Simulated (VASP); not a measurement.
# AlN (Pm) in VASP: notebook, part 2 of 2

VASP 6.6.1.

### Step 5. Single point, PBE (atom 1 (Al) moved by -0.252 Å along [1 0 0] and -0.378 Å along [1 2 0])

The input, INCAR:

```
SYSTEM = AlN
  PREC = Accurate
  ENCUT = 520
  EDIFF = 1E-6
  ISMEAR = 0
  SIGMA = 0.05
  LREAL = .FALSE.
  LASPH = .TRUE.
  NELM = 60
  ALGO = Normal
  ISIF = 2
  LWAVE = .FALSE.
  LCHARG = .TRUE.
  GGA = PE
  LELF = .TRUE.
  LVHAR = .TRUE.
  NBANDS = 26
```

The input, KPOINTS:

```
regular mesh
0
G
  8 6 4
  0 0 0
```

The input, POSCAR:

```
AlN
1.0
   -1.6567491617      2.8695737234      0.0000000000
    0.0000000000      0.0000000000      4.1874629526
    4.9702474850      2.8695737234      0.0000000000
Al N
4 4
Direct
    0.4392311138      0.7500000000      0.0957086707
    0.0000000000      0.7500000000      0.6666666667
    0.0000000000      0.2500000000      0.3333333333
    0.5000000000      0.2500000000      0.8333333333
    0.5000000000      0.2500000000      0.1666666667
    0.0000000000      0.2500000000      0.6666666667
    0.0000000000      0.7500000000      0.3333333333
    0.5000000000      0.7500000000      0.8333333333
```

Potentials or basis: VASP PAW PBE potentials, release 64 (Al, N).

Command:

```sh
> cat potpaw_PBE.64/Al/POTCAR potpaw_PBE.64/N/POTCAR > POTCAR
> mpirun -np 1 vasp_std > vasp.out
```

OUTCAR:

```text
SYSTEM = AlN
   PREC = Accurate
   ENCUT = 520
   EDIFF = 1E-6
   ISMEAR = 0
   LREAL = .FALSE.
   LASPH = .TRUE.
   NELM = 60
   ISIF = 2
   GGA = PE

 ion  position               nearest neighbor table
   1  0.439  0.750  0.096-   8 1.52   7 1.99   5 2.14   5 2.14   7 2.30   4 2.59   4 2.59   2 2.86
                             3 2.89   3 2.89   2 3.08   3 3.11   3 3.11
   2  0.000  0.750  0.667-   8 1.91   8 1.91   7 1.91   6 2.09   6 2.09   4 2.84   4 2.84   4 2.84
                             4 2.84   3 2.84   3 2.84   1 2.86   1 3.08
   3  0.000  0.250  0.333-   5 1.91   5 1.91   6 1.91   7 2.09   7 2.09   2 2.84   2 2.84   1 2.89
                             1 2.89   1 3.11   1 3.11   4 3.31   4 3.31   4 3.31   4 3.31
   4  0.500  0.250  0.833-   6 1.91   6 1.91   5 1.91   8 2.09   8 2.09   1 2.59   1 2.59   2 2.84
                             2 2.84   2 2.84   2 2.84   3 3.31   3 3.31   3 3.31   3 3.31
   5  0.500  0.250  0.167-   3 1.91   3 1.91   4 1.91   1 2.14   1 2.14
   6  0.000  0.250  0.667-   4 1.91   4 1.91   3 1.91   2 2.09   2 2.09
   7  0.000  0.750  0.333-   2 1.91   1 1.99   3 2.09   3 2.09   1 2.30
   8  0.500  0.750  0.833-   1 1.52   2 1.91   2 1.91   4 2.09   4 2.09

  LATTYP: Found a simple orthorhombic cell.
 ALAT       =     3.3134983233
 B/A-ratio  =     1.2637588868
 C/A-ratio  =     1.7320508076

  Lattice vectors:

[... 199 lines left out ...]

 k-point     1 :       0.0000    0.0000    0.0000
  band No.  band energies     occupation
      1      -9.3753      2.00000
      2      -6.8200      2.00000
      3      -6.4251      2.00000
      4      -4.6469      2.00000
      5       0.6539      2.00000
      6       1.3887      2.00000
[... 685 lines left out ...]
     25      17.6380      0.00000
     26      17.8886      0.00000

 [... further k-points ...]
[... 5 lines left out ...]
  --------------------------------------------------------------------------------------
  -------------------------------------------------------------------------------------
  Total       13.7258357      1.3314635      0.3475286      5.9858405      0.0000000      0.0000000
  in kB      276.1622183     26.7888913      6.9922347    120.4344140      0.0000000      0.0000000
  external PRESSURE =     103.3144481 kB  Pullay stress =       0.0000000 kB

 VOLUME and BASIS-vectors are now :
 -----------------------------------------------------------------------------
  energy-cutoff  :      520.00
  volume of cell :       79.63
      direct lattice vectors                 reciprocal lattice vectors
    -1.656749162  2.869573723  0.000000000    -0.150897919  0.261362862  0.000000000
     0.000000000  0.000000000  4.187462953     0.000000000  0.000000000  0.238808083
     4.970247485  2.869573723  0.000000000     0.150897919  0.087120954  0.000000000

 POSITION                                       TOTAL-FORCE (eV/Angst)
 -----------------------------------------------------------------------------------
     -0.25200      1.53505      3.14060        14.762948      8.062568      0.000000
      3.31350      1.91305      3.14060        -1.964968     -1.287535      0.000000
      1.65675      0.95652      1.04687        -0.282770     -0.429706      0.000000
      3.31350      3.82610      1.04687        -0.445654      0.038450      0.000000
      0.00000      1.91305      1.04687        -1.363275     -1.341866      0.000000
      3.31350      1.91305      1.04687         0.812342      0.432371      0.000000
      1.65675      0.95652      3.14060        -0.913967     -0.694958      0.000000
      3.31350      3.82610      3.14060       -10.604656     -4.779324      0.000000
 -----------------------------------------------------------------------------------
    total drift:                                0.000143     -0.000112      0.000000

  FREE ENERGIE OF THE ION-ELECTRON SYSTEM (eV)
  ---------------------------------------------------
  free  energy   TOTEN  =       -55.8287869722 eV

  energy  without entropy=      -55.8287869722  energy(sigma->0) =      -55.82878697
```

stdout:

```text
POSCAR found type information on POSCAR AlN
 POSCAR found :  2 types and       8 ions
 scaLAPACK will be used
 LDA part: xc-table for (Slater+PW92), standard interpolation
 POSCAR, INCAR and KPOINTS ok, starting setup
 FFT: planning ... GRIDC
 FFT: planning ... GRID_SOFT
 FFT: planning ... GRID
 WAVECAR not read
 entering main loop
```

Wall time 2.9 min (1 thread of Intel Xeon 8259CL, shared host); peak memory 0.26 GiB.

What came out:

```yaml
Free_energy: -55.8288 eV
Pressure: 10.3 GPa
Largest_force: 16.821 eV/Å
Band_gap_on_the_k_mesh: 2.44 eV
```

Forces on the atoms (eV/Å):
```
Al   14.763   8.063   0.000
Al   -1.965  -1.288   0.000
Al   -0.283  -0.430   0.000
Al   -0.446   0.038   0.000
N    -1.363  -1.342   0.000
N     0.812   0.432   0.000
N    -0.914  -0.695   0.000
N   -10.605  -4.779   0.000
```

Caveat: the cell differs from its parent crystal (atom 1 (Al) moved by -0.252 Å along [1 0 0] and -0.378 Å along [1 2 0]); the cell stands under pressure; forces of over 1 eV/Å act on the atoms, so gaps and moduli don't describe the material at rest.

### Step 6. Summary

```csv
cell,gap on the mesh (eV),pressure (GPa),largest force (eV/Å)
"as given, atomic positions A",2.69,45.8,63.48
"as given, atomic positions B",1.41,17.3,23.71
"as given, atomic positions C",3.18,3.0,5.58
"as given, atomic positions D",2.44,10.3,16.82
```

Alike in all rows: task single point; level PBE; potentials or basis VASP PAW PBE potentials, release 64 (Al, N); no spin polarisation; k mesh 8 × 6 × 4; cutoff (eV) 520; smearing gaussian 0.05 eV.

Caveats: the cell stands under pressure; forces of over 1 eV/Å act on the atoms, so gaps and moduli don't describe the material at rest; atoms lie so close that the PAW spheres overlap strongly, which falsifies energies and pressures (at least some runs).

Total energies depend on the potentials used, so only differences within one code and one set of settings carry meaning.
